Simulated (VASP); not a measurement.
Set up this calculation in VASP 6.6.1, as the native input.

- Task: single point
- Functional: HSE06
- Potentials or basis: VASP PAW PBE potentials, release 64 (Ba_sv, Te)
- Cutoff: 520 eV
- k mesh: 4 × 4 × 4
- Occupations: gaussian, width 0.01 eV
- Spin: no spin polarisation
- Dipole correction: no
- Grid for exact exchange (PRECFOCK): Normal
- Further INCAR settings: ALGO = Normal; EDIFF = 1e-07; NBANDS = 15
- Screening parameter: 0.2079 1/Å

Crystal: BaTe.

```
Ba Te
1.0
     0.00000    3.91416    3.91416
     3.91416    0.00000    3.91416
     3.91416    3.91416    0.00000
Ba Te
1 1
Direct
  0.00000 0.00000 0.00000
  0.25000 0.25000 0.25000
```

One way to write it, as run:

POSCAR

```
BaTe
1.0
    0.0000000000      3.9141586629      3.9141586629
    3.9141586629      0.0000000000      3.9141586629
    3.9141586629      3.9141586629      0.0000000000
Ba Te
1 1
Direct
    0.0000000000      0.0000000000      0.0000000000
    0.2500000000      0.2500000000      0.2500000000
```

INCAR.step1

```
SYSTEM = BaTe
PREC = Accurate
ENCUT = 520
EDIFF = 1E-5
ISMEAR = 0
SIGMA = 0.01
LREAL = .False.
LASPH = .True.
NELM = 80
ALGO = Normal
ISIF = 2
LWAVE = .True.
NBANDS = 15
GGA = PE
```

INCAR.step2

```
SYSTEM = BaTe
PREC = Accurate
ENCUT = 520
EDIFF = 1E-7
ISMEAR = 0
SIGMA = 0.01
LREAL = .False.
LASPH = .True.
NELM = 80
ALGO = Normal
ISIF = 2
LWAVE = .False.
LCHARG = .True.
GGA = PE
LHFCALC = .True.
HFSCREEN = 0.2079
PRECFOCK = Normal
LELF = .True.
LVHAR = .True.
NBANDS = 15
ISTART = 1
```

KPOINTS

```
Automatic mesh
0
Gamma
  4 4 4
  0 0 0
```

Potentials or basis: VASP PAW PBE potentials, release 64 (Ba_sv, Te).

Launch:

```bash
$ cat potpaw_PBE.64/Ba_sv/POTCAR potpaw_PBE.64/Te/POTCAR > POTCAR
$ cp INCAR.step1 INCAR
$ mpirun -np 1 vasp_std > vasp.out
$ cp INCAR.step2 INCAR
$ mpirun -np 1 vasp_std > vasp.out
```

It gave:

- Pressure: 0.0 GPa
- Band gap on the k mesh: 3.29 eV, indirect (least direct gap 3.69 eV)

Caveat: the PAW data sets were made with another functional, which shifts forces and pressure a little; spin-orbit coupling is left out, which moves the levels of the heavy elements.

Wall time 7.8 min on 1 thread of Intel(R) Xeon(R) Platinum 8481C CPU @ 2.70GHz (Sapphire Rapids), with other jobs on the host, peak memory 0.38 GiB.
